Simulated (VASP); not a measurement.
# MgO in VASP: notebook

Runs on MgO. Level: r2SCAN. Tasks: single point.

Everything below comes from runs of VASP 6.6.1. Logs are shortened: lines on timing, memory, paths and dates and some standing lists are left out, and cuts for length are marked.

## Step 1: The cell of the first run

It takes space group I4/mmm (No. 139, tetragonal). The conventional cell has a = 3.003 Å, b = 3.003 Å, c = 4.179 Å, α = 90.00°, β = 90.00°, γ = 90.00°. Within 2.8 Å of Mg (site symmetry 4/mmm) lie 6 O at 2.09 to 2.12 Å. Within 2.8 Å of O (site symmetry 4/mmm) lie 6 Mg at 2.09 to 2.12 Å.

## Step 2: Single point, r2SCAN (biaxial strain in the a-b plane: +1.0 %)

POSCAR

```
MgO
1.0
    2.1232229630      2.1232229630      0.0000000000
   -2.1232229630      2.1232229630      0.0000000000
    0.0000000000      0.0000000000      4.1791754954
Mg O
2 2
Direct
    0.0000000000      0.0000000000      0.0000000000
    0.5000000000      0.5000000000      0.5000000000
    0.5000000000      0.5000000000      0.0000000000
    0.0000000000      0.0000000000      0.5000000000
```

INCAR.step1

```
SYSTEM = MgO
PREC = Accurate
ENCUT = 520
ISMEAR = 0
SIGMA = 0.02
LREAL = .FALSE.
LASPH = .TRUE.
NELM = 100
NBANDS = 16
GGA = PE
ALGO = Normal
EDIFF = 1E-4
LWAVE = .TRUE.
LCHARG = .FALSE.
```

INCAR.step2

```
SYSTEM = MgO
PREC = Accurate
ENCUT = 520
EDIFF = 1E-6
ISMEAR = 0
SIGMA = 0.02
LREAL = .FALSE.
LASPH = .TRUE.
NELM = 100
ALGO = Normal
ISIF = 2
LWAVE = .FALSE.
LCHARG = .FALSE.
METAGGA = R2SCAN
LMIXTAU = .TRUE.
NBANDS = 16
ISTART = 1
```

KPOINTS

```
regular mesh
0
G
  8 8 6
  0 0 0
```

Potentials or basis: VASP PAW PBE potentials, release 64 (Mg, O).

The run is started by

```
cat potpaw_PBE.64/Mg/POTCAR potpaw_PBE.64/O/POTCAR > POTCAR
cp INCAR.step1 INCAR
mpirun -np 1 vasp_std > vasp.out
cp INCAR.step2 INCAR
mpirun -np 1 vasp_std > vasp.out
```

OUTCAR:

```text
SYSTEM = MgO
   PREC = Accurate
   ENCUT = 520
   EDIFF = 1E-6
   ISMEAR = 0
   LREAL = .FALSE.
   LASPH = .TRUE.
   NELM = 100
   ISIF = 2
   METAGGA = R2SCAN
   ISTART = 1

 ion  position               nearest neighbor table
   1  0.000  0.000  0.000-   4 2.09   4 2.09   3 2.12   3 2.12   3 2.12   3 2.12   2 2.98   2 2.98
                             2 2.98   2 2.98   2 2.98   2 2.98   2 2.98   2 2.98
   2  0.500  0.500  0.500-   3 2.09   3 2.09   4 2.12   4 2.12   4 2.12   4 2.12   1 2.98   1 2.98
                             1 2.98   1 2.98   1 2.98   1 2.98   1 2.98   1 2.98
   3  0.500  0.500  0.000-   2 2.09   2 2.09   1 2.12   1 2.12   1 2.12   1 2.12
   4  0.000  0.000  0.500-   1 2.09   1 2.09   2 2.12   2 2.12   2 2.12   2 2.12

  LATTYP: Found a simple tetragonal cell.
 ALAT       =     3.0026907102
 C/A-ratio  =     1.3918101792

  Lattice vectors:

 A1 = (   2.1232229630,   2.1232229630,   0.0000000000)
 A2 = (  -2.1232229630,   2.1232229630,   0.0000000000)
 A3 = (   0.0000000000,   0.0000000000,   4.1791754954)

Analysis of symmetry for initial positions (statically):
=====================================================================
 Subroutine PRICEL returns following result:

  LATTYP: Found a body centered tetragonal cell.
 ALAT       =     3.0026907102
 C/A-ratio  =     1.3918101792

  Lattice vectors:

 A1 = (   0.0000000000,  -2.1232229630,  -2.0895877477)
 A2 = (   0.0000000000,   2.1232229630,  -2.0895877477)
 A3 = (   2.1232229630,   0.0000000000,   2.0895877477)

   2 primitive cells build up your supercell.

 Routine SETGRP: Setting up the symmetry group for a
 simple tetragonal supercell.

 Subroutine GETGRP returns: Found 16 space group operations
 (whereof 16 operations were pure point group operations)
 out of a pool of 16 trial point group operations.

The static configuration has the point symmetry D_4h.

Analysis of symmetry for dynamics (positions and initial velocities):
=====================================================================
 Subroutine PRICEL returns following result:

  LATTYP: Found a body centered tetragonal cell.
 ALAT       =     3.0026907102
 C/A-ratio  =     1.3918101792

  Lattice vectors:

 A1 = (   0.0000000000,  -2.1232229630,  -2.0895877477)
 A2 = (   0.0000000000,   2.1232229630,  -2.0895877477)
 A3 = (   2.1232229630,   0.0000000000,   2.0895877477)

   2 primitive cells build up your supercell.

 Routine SETGRP: Setting up the symmetry group for a
 simple tetragonal supercell.

 Subroutine GETGRP returns: Found 16 space group operations
 (whereof 16 operations were pure point group operations)
 out of a pool of 16 trial point group operations.

The dynamic configuration has the point symmetry D_4h.

 Subroutine INISYM returns: Found 16 space group operations
 (whereof 16 operations are pure point group operations),
 and found     2 'primitive' translations

----------------------------------------------------------------------------------------

                                     Primitive cell

  volume of cell :      18.8400

  direct lattice vectors                    reciprocal lattice vectors
     0.000000000 -2.123222963 -2.089587748     0.235491048 -0.235491048 -0.239281648
     0.000000000  2.123222963 -2.089587748     0.235491048  0.235491048 -0.239281648
     2.123222963  0.000000000  2.089587748     0.470982095  0.000000000  0.000000000

  length of vectors
     2.979001965  2.979001965  2.979001965     0.410082643  0.410082643  0.470982095

  position of ions in fractional coordinates (direct lattice)
     0.000000000  0.000000000  0.000000000
     0.500000000  0.500000000  0.000000000

  ion indices of the primitive-cell ions
   primitive index   ion index
                 1           1
                 2           4

----------------------------------------------------------------------------------------

 KPOINTS: regular mesh

Automatic generation of k-mesh.
 Grid dimensions read from file:
 generate k-points for:    8    8    6

 Generating k-lattice:

  Cartesian coordinates                     Fractional coordinates (reciprocal lattice)
     0.029436381  0.029436381  0.000000000     0.125000000  0.000000000  0.000000000
    -0.029436381  0.029436381  0.000000000     0.000000000  0.125000000  0.000000000
     0.000000000  0.000000000  0.039880275     0.000000000  0.000000000  0.166666667

  Length of vectors
     0.041629329  0.041629329  0.039880275

  Shift w.r.t. Gamma in fractional coordinates (k-lattice)
     0.000000000  0.000000000  0.000000000

 Subroutine IBZKPT returns following result:
 ===========================================

 Found     60 irreducible k-points:

 Following reciprocal coordinates:
            Coordinates               Weight
  0.000000  0.000000  0.000000      1.000000
  0.125000  0.000000  0.000000      4.000000
  0.250000  0.000000  0.000000      4.000000
  0.375000  0.000000  0.000000      4.000000
  0.500000  0.000000  0.000000      2.000000
  0.125000  0.125000  0.000000      4.000000
[... 16 lines left out ...]
  0.375000  0.125000  0.166667     16.000000
  0.500000  0.125000  0.166667      8.000000
 [... further k-points ...]
   k-points           NKPTS =     60   k-points in BZ     NKDIM =     60   number of bands    NBANDS=     16
   number of dos      NEDOS =    301   number of ions     NIONS =      4
   total plane-waves  NPLWV =  18432
   dimension x,y,z NGX =    24 NGY =   24 NGZ =   32
   dimension x,y,z NGXF=    48 NGYF=   48 NGZF=   64
   ions per type =               2   2
   NGX,Y,Z   is equivalent  to a cutoff of  13.29, 13.29, 12.73 a.u.
   NGXF,Y,Z  is equivalent  to a cutoff of  26.58, 26.58, 25.46 a.u.
 SYSTEM =  MgO
   PREC   = accura    normal or accurate (medium, high low for compatibility)
   ISTART =      1    job   : 0-new  1-cont  2-samecut
   ICHARG =      0    charge: 1-file 2-atom 10-const
   ISPIN  =      1    spin polarized calculation?
   LNONCOLLINEAR =      F non collinear calculations
   LSORBIT =      F    spin-orbit coupling
   LASPH  =      T    aspherical Exc in radial PAW
   ENCUT  =  520.0 eV  38.22 Ry    6.18 a.u.   5.58  5.58  7.77*2*pi/ulx,y,z
   NELM   =    100;   NELMIN=  2; NELMDL=  0     # of ELM steps
   EDIFF  = 0.1E-05   stopping-criterion for ELM
   LREAL  =      F    real-space projection
   EDIFFG = 0.1E-04   stopping-criterion for IOM
   NSW    =      0    number of steps for IOM
   IBRION =     -1    ionic relax: 0-MD 1-quasi-New 2-CG
   NFREE  =      0    steps in history (QN), initial steepest desc. (CG)
   ISIF   =      2    stress and relaxation
   ISYM   =      2    0-nonsym 1-usesym 2-fastsym
   POTIM  = 0.5000    time-step for ionic-motion
   TEBEG  =    0.0;   TEEND  =   0.0 temperature during run
   PSTRESS=    0.0 pullay stress
   NELECT =      16.0000    total number of electrons
   NUPDOWN=      -1.0000    fix difference up-down
   EMIN   =  10.00;   EMAX   =-10.00  energy-range for DOS
   EFERMI =   0.00;   METHOD = LEGACY
   ISMEAR =     0;   SIGMA  =   0.02  broadening in eV -4-tet -1-fermi 0-gaus
   EFERMI_NEDOS =   21; number of points for ismear=-14 and -15
   IALGO  =     38    algorithm
   IMIX   =      4    mixing-type and parameters
     AMIX     =   0.40;   BMIX     =  1.00
     AMIX_MAG =   1.60;   BMIX_MAG =  1.00
  volume/ion in A,a.u.               =       9.42        63.57
  Fermi-wavevector in a.u.,A,eV,Ry     =   1.230488  2.325286 20.600607  1.514102
  Thomas-Fermi vector in A             =   2.365335
   LORBIT       =      0    0 simple, 1 ext, 2 COOP (PROOUT), +10 PAW based schemes
   METAGGA = R2SCAN    functional components
   LHFCALC =     F    Hartree Fock is set to
   AEXX    =    0.0000 exact exchange contribution
   IVDW    =     0    specifies the selected vdW correction
   LEPSILON=     F    determine dielectric tensor
   LRPA    =     F    only Hartree local field effects (RPA)
 non-spin polarized calculation
 Gauss-broadening in eV      SIGMA  =   0.02
  energy-cutoff  :      520.00
  volume of cell :       37.68
 maximum number of plane-waves:      1039
 NGX is ok and might be reduce to    24
   NGX = 11   NGY = 11   NGZ = 15

 number of electron      15.9999999 magnetization

 Free energy of the ion-electron system (eV)
  ---------------------------------------------------
  ext. energy  EPLUGINS =         0.00000000
  ---------------------------------------------------
  free energy    TOTEN  =       -32.31176794 eV

  energy without entropy =      -32.31176794  energy(sigma->0) =      -32.31176794

 E-fermi :   2.8796     XC(G=0): -11.5511

 val. band max:        2.7261248326   @ k =   0.0000   0.0000   0.0000
 cond. band min:       8.2311281796   @ k =   0.0000   0.0000   0.0000
 fundamental gap:      5.5050033470
 Fermi energy:         2.8796430701

 k-point     1 :       0.0000    0.0000    0.0000
  band No.  band energies     occupation
      1     -15.4441      2.00000
      2     -13.9423      2.00000
      3      -1.3141      2.00000
      4       1.3061      2.00000
      5       1.3061      2.00000
      6       2.6895      2.00000
[... 8 lines left out ...]
     15      19.6123      0.00000
     16      22.8252      0.00000

 k-point     2 :       0.1250    0.0000    0.0000
  band No.  band energies     occupation
      1     -15.3391      2.00000
      2     -13.9338      2.00000
      3      -1.1652      2.00000
      4       0.8833      2.00000
      5       1.3615      2.00000
      6       2.1142      2.00000
[... 8 lines left out ...]
     15      19.8432      0.00000
     16      22.4122      0.00000

 k-point     3 :       0.2500    0.0000    0.0000
  band No.  band energies     occupation
      1     -15.0513      2.00000
      2     -13.9411      2.00000
      3      -0.7343      2.00000
      4       0.0260      2.00000
      5       0.9151      2.00000
      6       1.5197      2.00000
[... 8 lines left out ...]
     15      20.5066      0.00000
     16      21.9015      0.00000
[... 362 lines left out ...]
 k-point    23 :       0.3750    0.1250    0.1667
  band No.  band energies     occupation
      1     -14.5442      2.00000
      2     -14.0399      2.00000
      3      -1.0235      2.00000
      4      -0.5565      2.00000
      5       0.4942      2.00000
      6       1.6139      2.00000
[... 8 lines left out ...]
     15      20.5417      0.00000
     16      20.8909      0.00000

 k-point    24 :       0.5000    0.1250    0.1667
  band No.  band energies     occupation
      1     -14.2297      2.00000
      2     -14.2297      2.00000
      3      -1.0553      2.00000
      4      -1.0553      2.00000
      5       1.1020      2.00000
      6       1.1020      2.00000
[... 8 lines left out ...]
     15      20.8336      0.00000
     16      20.8336      0.00000

 [... further k-points ...]

------------------------ aborting loop because EDIFF is reached ----------------------------------------

  FORCE on cell =-STRESS in cart. coord.  units (eV):
  Direction    XX          YY          ZZ          XY          YZ          ZX
  --------------------------------------------------------------------------------------
  -------------------------------------------------------------------------------------
  Total       -1.0291240     -1.0291240     -0.2708034      0.0000000      0.0000000     -0.0000000
  in kB      -43.7589089    -43.7589089    -11.5147079      0.0000000      0.0000000     -0.0000000
  external PRESSURE =     -33.0108419 kB  Pullay stress =       0.0000000 kB

 VOLUME and BASIS-vectors are now :
 -----------------------------------------------------------------------------
  energy-cutoff  :      520.00
  volume of cell :       37.68
      direct lattice vectors                 reciprocal lattice vectors
     2.123222963  2.123222963  0.000000000     0.235491048  0.235491048  0.000000000
    -2.123222963  2.123222963  0.000000000    -0.235491048  0.235491048  0.000000000
     0.000000000  0.000000000  4.179175495     0.000000000  0.000000000  0.239281648

 POSITION                                       TOTAL-FORCE (eV/Angst)
 -----------------------------------------------------------------------------------
      0.00000      0.00000      0.00000        -0.000000      0.000000      0.000000
      0.00000      2.12322      2.08959        -0.000000      0.000000      0.000000
      0.00000      2.12322      0.00000         0.000000     -0.000000     -0.000000
      0.00000      0.00000      2.08959         0.000000     -0.000000      0.000000
 -----------------------------------------------------------------------------------
    total drift:                                0.000000     -0.000000     -0.000000

  FREE ENERGIE OF THE ION-ELECTRON SYSTEM (eV)
  ---------------------------------------------------
  free  energy   TOTEN  =       -32.3117679409 eV

  energy  without entropy=      -32.3117679409  energy(sigma->0) =      -32.31176794
```

Run time: 3.3 min. Hardware: 1 thread of AMD EPYC 7R13, shared host; peak memory 0.15 GiB.

What came out:

| Item | Value |
| --- | --- |
| Free energy | -32.3118 eV |
| Pressure | -3.3 GPa |
| Band gap on the k mesh | 5.50 eV |

Levels at points of the mesh, in eV from the valence-band top:
| k point | band 5 | band 6 | band 7 | band 8 | band 9 | band 10 | band 11 | band 12 |
| --- | --- | --- | --- | --- | --- | --- | --- | --- |
| (0.00, 0.00, 0.00) | -1.42 | -0.04 | 0.00 | 0.00 | 5.50 | 9.89 | 10.94 | 14.33 |
| (0.50, 0.00, 0.00) | -2.00 | -2.00 | -0.69 | -0.69 | 10.34 | 10.34 | 12.86 | 12.86 |
| (0.50, 0.50, 0.00) | -1.40 | -1.40 | -1.30 | -1.30 | 10.07 | 10.07 | 10.96 | 10.96 |
| (0.00, 0.00, 0.50) | -0.78 | -0.78 | -0.78 | -0.78 | 8.90 | 8.90 | 12.03 | 12.03 |
| (0.50, 0.00, 0.50) | -0.69 | -0.69 | -0.66 | -0.66 | 8.73 | 8.73 | 13.69 | 13.69 |
| (0.50, 0.50, 0.50) | -2.94 | -2.94 | -1.82 | -1.82 | 12.63 | 12.63 | 12.63 | 12.63 |

Caveat: the cell differs from its parent crystal (biaxial strain in the a-b plane: +1.0 %); the cell stands under tension; the PAW data sets were made with another functional, which shifts forces and pressure a little.

(Continued in part 2 of 4.)
